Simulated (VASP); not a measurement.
Crystal: LaB6.

```
La B
1.0
     4.15700    0.00000    0.00000
     0.00000    4.15700    0.00000
     0.00000    0.00000    4.15700
La B
1 6
Cartesian
  0.0000 0.0000 0.0000
  0.8210 2.0785 2.0785
  2.0785 0.8210 2.0785
  3.3360 2.0785 2.0785
  2.0785 3.3360 2.0785
  2.0785 2.0785 0.8210
  2.0785 2.0785 3.3360
```

- Program: VASP 6.6.1
- Task: relaxation of cell and atoms
- Functional: r2SCAN
- Dispersion: rVV10
- Potentials or basis: VASP PAW PBE potentials, release 64 (La, B)
- Cutoff: 600 eV
- k mesh: 7 × 7 × 7
- Occupations: fermi-dirac, width 0.1 eV
- Spin: no spin polarisation

At the start: pressure -1.5 GPa; volume 10.26 Å³/atom.

**Question.** Where does the relaxation end?

**Answer.** Over 8 steps the energy falls by 2.9 meV/atom and the volume is 10.20 Å³/atom (-0.6 %); space group Pm-3m (No. 221, to 0.1 Å) before and after.

Step by step:
```tsv
step	energy change (eV)	largest force (eV/Å)	pressure (GPa)	volume (Å³)
1	0.0000	0.6267	-1.55	71.84
2	0.0697	1.3744	2.96	70.81
3	-0.0200	0.0078	-0.30	71.50
4	-0.0200	0.0207	-0.28	71.50
5	-0.0201	0.0074	0.16	71.32
6	-0.0201	0.0114	0.03	71.37
7	-0.0201	0.0185	-0.03	71.39
8	-0.0201	0.0002	0.01	71.38
```

Final structure:
```xyz
7
Lattice="4.1482 0.0000 0.0000 0.0000 4.1482 0.0000 0.0000 0.0000 4.1482" Properties=species:S:1:pos:R:3 pbc="T T T"
La    0.0000    0.0000    0.0000
B     0.8287    2.0741    2.0741
B     2.0741    0.8287    2.0741
B     3.3194    2.0741    2.0741
B     2.0741    3.3194    2.0741
B     2.0741    2.0741    0.8287
B     2.0741    2.0741    3.3194
```

Caveat: the PAW data sets were made with another functional, which shifts forces and pressure a little; an odd number of electrons without spin polarisation forces a metal; a magnetic or distorted state may lie lower.
